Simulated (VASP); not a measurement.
# ZrTi (Fm-3m) in VASP: a series of runs

The runs below take ZrTi through single point, relaxation of cell and atoms, with LDA.

Everything below comes from runs of VASP 6.6.1. Logs are shortened: lines on timing, memory, paths and dates and some standing lists are left out, and cuts for length are marked.

**1. The cell of the first run**

It takes space group Fm-3m (No. 225, cubic). The conventional cell has a = 5.406 Å, b = 5.406 Å, c = 5.406 Å, α = 90.00°, β = 90.00°, γ = 90.00°. Within 3.6 Å of Zr (site symmetry m-3m) lie 6 Ti at 2.70 Å. Ti (site symmetry m-3m) has 6 Zr at 2.70 Å within 3.6 Å.

**2. Single point, LDA**

INCAR

```
PREC     = Accurate       # precision mode
ENCUT    = 500            # plane-wave cutoff, eV
EDIFF    = 1E-6           # SCF threshold, eV
ISMEAR   = 1              # smearing method
SIGMA    = 0.05           # smearing width, eV
LREAL    = F              # projectors in reciprocal space
LASPH    = T              # aspherical terms in the spheres
NELM     = 120            # most SCF steps
ALGO     = Normal         # electronic algorithm
ISIF     = 2              # what is computed and relaxed
LWAVE    = F              # write WAVECAR
LCHARG   = F              # write CHGCAR
GGA      = CA             # functional
NBANDS   = 19             # bands
GGA_COMPAT= F
```

KPOINTS

```
Automatic mesh
0
Gamma
  8 8 8
```

POSCAR

```
ZrTi
1.0
    0.0000000000      2.7028843568      2.7028843568
    2.7028843568      0.0000000000      2.7028843568
    2.7028843568      2.7028843568      0.0000000000
Zr Ti
1 1
Direct
    0.0000000000      0.0000000000      0.0000000000
    0.5000000000      0.5000000000      0.5000000000
```

Potentials or basis: VASP PAW LDA potentials, release 64 (Zr_sv, Ti_sv).

Run with:

```bash
cat potpaw_LDA.64/Zr_sv/POTCAR potpaw_LDA.64/Ti_sv/POTCAR > POTCAR
mpirun -np 1 vasp_std > vasp.out
```

OUTCAR:

```text
PREC = Accurate
   ENCUT = 500
   EDIFF = 1E-6
   ISMEAR = 1
   LREAL = F
   LASPH = T
   NELM = 120
   ISIF = 2
   GGA = CA

 ion  position               nearest neighbor table
   1  0.000  0.000  0.000-   2 2.70   2 2.70   2 2.70   2 2.70   2 2.70   2 2.70
   2  0.500  0.500  0.500-   1 2.70   1 2.70   1 2.70   1 2.70   1 2.70   1 2.70

  LATTYP: Found a face centered cubic cell.
 ALAT       =     5.4057687136

  Lattice vectors:

 A1 = (   0.0000000000,   2.7028843568,   2.7028843568)
 A2 = (   2.7028843568,   0.0000000000,   2.7028843568)
 A3 = (   2.7028843568,   2.7028843568,   0.0000000000)

Analysis of symmetry for initial positions (statically):
=====================================================================
 Subroutine PRICEL returns:
 Original cell was already a primitive cell.

 Routine SETGRP: Setting up the symmetry group for a
 face centered cubic supercell.

 Subroutine GETGRP returns: Found 48 space group operations
 (whereof 48 operations were pure point group operations)
 out of a pool of 48 trial point group operations.

The static configuration has the point symmetry O_h .

Analysis of symmetry for dynamics (positions and initial velocities):
=====================================================================
 Subroutine PRICEL returns:
 Original cell was already a primitive cell.

 Routine SETGRP: Setting up the symmetry group for a
 face centered cubic supercell.

 Subroutine GETGRP returns: Found 48 space group operations
 (whereof 48 operations were pure point group operations)
 out of a pool of 48 trial point group operations.

The dynamic configuration has the point symmetry O_h .

 Subroutine INISYM returns: Found 48 space group operations
 (whereof 48 operations are pure point group operations),
 and found     1 'primitive' translations

----------------------------------------------------------------------------------------

                                     Primitive cell

  volume of cell :      39.4923

  direct lattice vectors                    reciprocal lattice vectors
     0.000000000  2.702884357  2.702884357    -0.184987567  0.184987567  0.184987567
     2.702884357  0.000000000  2.702884357     0.184987567 -0.184987567  0.184987567
     2.702884357  2.702884357  0.000000000     0.184987567  0.184987567 -0.184987567

  length of vectors
     3.822455715  3.822455715  3.822455715     0.320407864  0.320407864  0.320407864

  position of ions in fractional coordinates (direct lattice)
     0.000000000  0.000000000  0.000000000
     0.500000000  0.500000000  0.500000000

  ion indices of the primitive-cell ions
   primitive index   ion index
                 1           1
                 2           2

----------------------------------------------------------------------------------------

 KPOINTS: Automatic mesh

Automatic generation of k-mesh.
 Grid dimensions read from file:
 generate k-points for:    8    8    8

 Generating k-lattice:

  Cartesian coordinates                     Fractional coordinates (reciprocal lattice)
    -0.023123446  0.023123446  0.023123446     0.125000000  0.000000000  0.000000000
     0.023123446 -0.023123446  0.023123446     0.000000000  0.125000000  0.000000000
     0.023123446  0.023123446 -0.023123446     0.000000000  0.000000000  0.125000000

  Length of vectors
     0.040050983  0.040050983  0.040050983

  Shift w.r.t. Gamma in fractional coordinates (k-lattice)
     0.000000000  0.000000000  0.000000000

 Subroutine IBZKPT returns following result:
 ===========================================

 Found     29 irreducible k-points:

 Following reciprocal coordinates:
            Coordinates               Weight
  0.000000  0.000000  0.000000      1.000000
  0.125000  0.000000  0.000000      8.000000
  0.250000  0.000000  0.000000      8.000000
  0.375000  0.000000  0.000000      8.000000
  0.500000  0.000000  0.000000      4.000000
  0.125000  0.125000  0.000000      6.000000
[... 16 lines left out ...]
  0.500000  0.250000  0.125000     48.000000
 -0.375000  0.250000  0.125000     24.000000
 [... further k-points ...]
   k-points           NKPTS =     29   k-points in BZ     NKDIM =     29   number of bands    NBANDS=     19
   number of dos      NEDOS =    301   number of ions     NIONS =      2
   total plane-waves  NPLWV =  21952
   dimension x,y,z NGX =    28 NGY =   28 NGZ =   28
   dimension x,y,z NGXF=    56 NGYF=   56 NGZF=   56
   ions per type =               1   1
   NGX,Y,Z   is equivalent  to a cutoff of  12.18, 12.18, 12.18 a.u.
   NGXF,Y,Z  is equivalent  to a cutoff of  24.36, 24.36, 24.36 a.u.
 SYSTEM =  unknown system
   PREC   = accura    normal or accurate (medium, high low for compatibility)
   ISTART =      0    job   : 0-new  1-cont  2-samecut
   ICHARG =      2    charge: 1-file 2-atom 10-const
   ISPIN  =      1    spin polarized calculation?
   LNONCOLLINEAR =      F non collinear calculations
   LSORBIT =      F    spin-orbit coupling
   LASPH  =      T    aspherical Exc in radial PAW
   ENCUT  =  500.0 eV  36.75 Ry    6.06 a.u.   6.97  6.97  6.97*2*pi/ulx,y,z
   NELM   =    120;   NELMIN=  2; NELMDL= -5     # of ELM steps
   EDIFF  = 0.1E-05   stopping-criterion for ELM
   LREAL  =      F    real-space projection
   EDIFFG = 0.1E-04   stopping-criterion for IOM
   NSW    =      0    number of steps for IOM
   IBRION =     -1    ionic relax: 0-MD 1-quasi-New 2-CG
   NFREE  =      0    steps in history (QN), initial steepest desc. (CG)
   ISIF   =      2    stress and relaxation
   ISYM   =      2    0-nonsym 1-usesym 2-fastsym
   POTIM  = 0.5000    time-step for ionic-motion
   TEBEG  =    0.0;   TEEND  =   0.0 temperature during run
   PSTRESS=    0.0 pullay stress
   NELECT =      24.0000    total number of electrons
   NUPDOWN=      -1.0000    fix difference up-down
   EMIN   =  10.00;   EMAX   =-10.00  energy-range for DOS
   EFERMI =   0.00;   METHOD = LEGACY
   ISMEAR =     1;   SIGMA  =   0.05  broadening in eV -4-tet -1-fermi 0-gaus
   EFERMI_NEDOS =   21; number of points for ismear=-14 and -15
   IALGO  =     38    algorithm
   IMIX   =      4    mixing-type and parameters
     AMIX     =   0.40;   BMIX     =  1.00
     AMIX_MAG =   1.60;   BMIX_MAG =  1.00
  volume/ion in A,a.u.               =      19.75       133.25
  Fermi-wavevector in a.u.,A,eV,Ry     =   1.386674  2.620434 26.162173  1.922865
  Thomas-Fermi vector in A             =   2.510968
   LORBIT       =      0    0 simple, 1 ext, 2 COOP (PROOUT), +10 PAW based schemes
   GGA     = CA    functional components
   LHFCALC =     F    Hartree Fock is set to
   AEXX    =    0.0000 exact exchange contribution
   IVDW    =     0    specifies the selected vdW correction
   LEPSILON=     F    determine dielectric tensor
   LRPA    =     F    only Hartree local field effects (RPA)
 non-spin polarized calculation
 Methfessel and Paxton  Order N= 1 SIGMA  =   0.05
  energy-cutoff  :      500.00
  volume of cell :       39.49
 maximum number of plane-waves:      1018
   NGX = 13   NGY = 13   NGZ = 13

 number of electron      23.9999996 magnetization

 Free energy of the ion-electron system (eV)
  ---------------------------------------------------
  ext. energy  EPLUGINS =         0.00000000
  ---------------------------------------------------
  free energy    TOTEN  =       -16.22685694 eV

  energy without entropy =      -16.22675287  energy(sigma->0) =      -16.22682225

 E-fermi :   8.4858     XC(G=0): -11.5340

 val. band max:        8.4760831729   @ k =   0.2500   0.2500   0.0000
 cond. band min:       8.5214171905   @ k =  -0.2500   0.1250   0.0000
 fundamental gap:      0.0453340175
 Fermi energy:         8.4858260885

 k-point     1 :       0.0000    0.0000    0.0000
  band No.  band energies     occupation
      1     -47.2217      2.00000
      2     -39.2843      2.00000
      3     -23.9219      2.00000
      4     -23.9219      2.00000
      5     -23.9219      2.00000
      6     -17.4546      2.00000
[... 11 lines left out ...]
     18      15.3424      0.00000
     19      15.3424      0.00000

 k-point     2 :       0.1250    0.0000    0.0000
  band No.  band energies     occupation
      1     -47.2204      2.00000
      2     -39.2843      2.00000
      3     -23.9228      2.00000
      4     -23.9206      2.00000
      5     -23.9206      2.00000
      6     -17.4897      2.00000
[... 11 lines left out ...]
     18      14.5774      0.00000
     19      14.5774      0.00000

 k-point     3 :       0.2500    0.0000    0.0000
  band No.  band energies     occupation
      1     -47.2173      2.00000
      2     -39.2844      2.00000
      3     -23.9248      2.00000
      4     -23.9172      2.00000
      5     -23.9172      2.00000
      6     -17.5731      2.00000
[... 11 lines left out ...]
     18      13.3056      0.00000
     19      13.3056      0.00000

 k-point     4 :       0.3750    0.0000    0.0000
  band No.  band energies     occupation
      1     -47.2143      2.00000
      2     -39.2845      2.00000
      3     -23.9269      2.00000
      4     -23.9138      2.00000
      5     -23.9138      2.00000
      6     -17.6550      2.00000
[... 11 lines left out ...]
     18      12.2266      0.00000
     19      12.2266      0.00000

 k-point     5 :       0.5000    0.0000    0.0000
  band No.  band energies     occupation
      1     -47.2130      2.00000
      2     -39.2845      2.00000
      3     -23.9277      2.00000
      4     -23.9124      2.00000
      5     -23.9124      2.00000
      6     -17.6885      2.00000
[... 11 lines left out ...]
     18      11.6127      0.00000
     19      11.6127      0.00000
[... 334 lines left out ...]
      2     -39.2738      2.00000
      3     -24.0081      2.00000
      4     -23.9578      2.00000
      5     -23.9578      2.00000
      6     -17.5654      2.00000
[... 11 lines left out ...]
     18      13.4692      0.00000
     19      14.0867      0.00000

 k-point    22 :       0.3750    0.2500    0.1250
  band No.  band energies     occupation
      1     -47.2153      2.00000
      2     -39.2823      2.00000
      3     -23.9456      2.00000
      4     -23.9265      2.00000
      5     -23.9185      2.00000
      6     -17.6095      2.00000
[... 11 lines left out ...]
     18      13.0591      0.00000
     19      13.7732      0.00000

 k-point    23 :       0.5000    0.2500    0.1250
  band No.  band energies     occupation
      1     -47.2131      2.00000
      2     -39.2810      2.00000
      3     -23.9543      2.00000
      4     -23.9371      2.00000
      5     -23.9176      2.00000
      6     -17.6299      2.00000
[... 11 lines left out ...]
     18      12.5510      0.00000
     19      12.6536      0.00000

 k-point    24 :      -0.3750    0.2500    0.1250
  band No.  band energies     occupation
      1     -47.2121      2.00000
      2     -39.2805      2.00000
      3     -23.9534      2.00000
      4     -23.9478      2.00000
      5     -23.9156      2.00000
      6     -17.6346      2.00000
[... 11 lines left out ...]
     18      12.1398      0.00000
     19      12.8950      0.00000

 [... further k-points ...]
[... 5 lines left out ...]
  --------------------------------------------------------------------------------------
  -------------------------------------------------------------------------------------
  Total        0.0102149      0.0102149      0.0102149     -0.0000000     -0.0000000     -0.0000000
  in kB        0.4144134      0.4144134      0.4144134     -0.0000000     -0.0000000     -0.0000000
  external PRESSURE =       0.4144134 kB  Pullay stress =       0.0000000 kB

 VOLUME and BASIS-vectors are now :
 -----------------------------------------------------------------------------
  energy-cutoff  :      500.00
  volume of cell :       39.49
      direct lattice vectors                 reciprocal lattice vectors
     0.000000000  2.702884357  2.702884357    -0.184987567  0.184987567  0.184987567
     2.702884357  0.000000000  2.702884357     0.184987567 -0.184987567  0.184987567
     2.702884357  2.702884357  0.000000000     0.184987567  0.184987567 -0.184987567

 POSITION                                       TOTAL-FORCE (eV/Angst)
 -----------------------------------------------------------------------------------
      0.00000      0.00000      0.00000         0.000000      0.000000     -0.000000
      2.70288      2.70288      2.70288        -0.000000     -0.000000      0.000000
 -----------------------------------------------------------------------------------
    total drift:                                0.000000      0.000000      0.000000

  FREE ENERGIE OF THE ION-ELECTRON SYSTEM (eV)
  ---------------------------------------------------
  free  energy   TOTEN  =       -16.2268569377 eV

  energy  without entropy=      -16.2267528661  energy(sigma->0) =      -16.22682225
```

Wall time 39 s (1 thread of AMD EPYC 7R43 (Zen 3), shared host); peak memory 0.11 GiB.

What came out:

| Property | Result |
| --- | --- |
| Free energy | -16.2269 eV |
| Pressure | 0.0 GPa |
| Band gap on the k mesh | zero (bands 12 and 13 overlap by 2.20 eV) |

**3. Relaxation of cell and atoms, LDA**

This run uses another cell than the first one, of 20.35 Å³/atom.

INCAR

```
SYSTEM = ZrTi
PREC = Accurate
ENCUT = 500
EDIFF = 1E-7
ISMEAR = 1
SIGMA = 0.05
LREAL = .FALSE.
LASPH = .TRUE.
NELM = 120
ALGO = Normal
ISIF = 3
LWAVE = .FALSE.
LCHARG = .FALSE.
IBRION = 2
NSW = 80
EDIFFG = -0.03
GGA_COMPAT = .FALSE.
NELMIN = 4
```

KPOINTS

```
regular mesh
0
G
  8 8 8
  0 0 0
```

POSCAR

```
ZrTi
1.0
    0.0000000000      2.7300000000      2.7300000000
    2.7300000000      0.0000000000      2.7300000000
    2.7300000000      2.7300000000      0.0000000000
Zr Ti
1 1
Direct
    0.0000000000      0.0000000000      0.0000000000
    0.5000000000      0.5000000000      0.5000000000
```

Potentials or basis: VASP PAW LDA potentials, release 64 (Zr_sv, Ti_sv).

Run with:

```bash
cat potpaw_LDA.64/Zr_sv/POTCAR potpaw_LDA.64/Ti_sv/POTCAR > POTCAR
mpirun -np 1 vasp_std > vasp.out
```

Wall time 97 s (1 thread of AMD EPYC 7R43 (Zen 3), shared host); peak memory 0.12 GiB.

The run converged. Its results:

* Free energy: -16.2274 eV
* Relaxed volume: 19.76 Å³/atom
* Relaxed cell: a = 3.823 Å, b = 3.823 Å, c = 3.823 Å, α = 60.00°, β = 60.00°, γ = 60.00°
* Space group after relaxing (to 0.1 Å): Fm-3m (No. 225)
* Energy gained by relaxing: 4.6 meV/atom
* Ionic steps: 3
* Pressure after relaxing: 0.0 GPa
* Band gap on the k mesh: zero (bands 12 and 13 overlap by 2.19 eV)

Step by step:
```csv
step,energy change (eV),largest force (eV/Å),pressure (GPa),volume (Å³)
1,0.0000,0.0000,-2.46,40.69
2,-0.0064,0.0000,1.42,38.88
3,-0.0092,0.0000,0.00,39.51
```

Final structure:
```yaml
crystal:
  lattice:
    - [0.00000, 2.70338, 2.70338]
    - [2.70338, 0.00000, 2.70338]
    - [2.70338, 2.70338, 0.00000]
  atoms:
    - { symbol: Zr, position: [0.00000, 0.00000, 0.00000] }
    - { symbol: Ti, position: [0.50000, 0.50000, 0.50000] }
```

Levels at points of the mesh, in eV from the Fermi level:
```csv
k point,band 8,band 9,band 10,band 11,band 12,band 13,band 14,band 15,band 16
"(0.00, 0.00, 0.00)",-25.94,-5.41,-1.61,-1.61,-1.55,-1.55,-1.55,4.94,4.94
"(0.50, 0.00, 0.00)",-26.03,-2.42,-1.60,0.64,0.64,0.75,0.75,1.71,1.71
"(0.50, 0.50, 0.00)",-25.98,-3.20,-2.07,-0.76,-0.10,0.47,1.93,1.93,3.72
```

The gap in the log of VASP goes by the Fermi energy; the results here count the filled bands.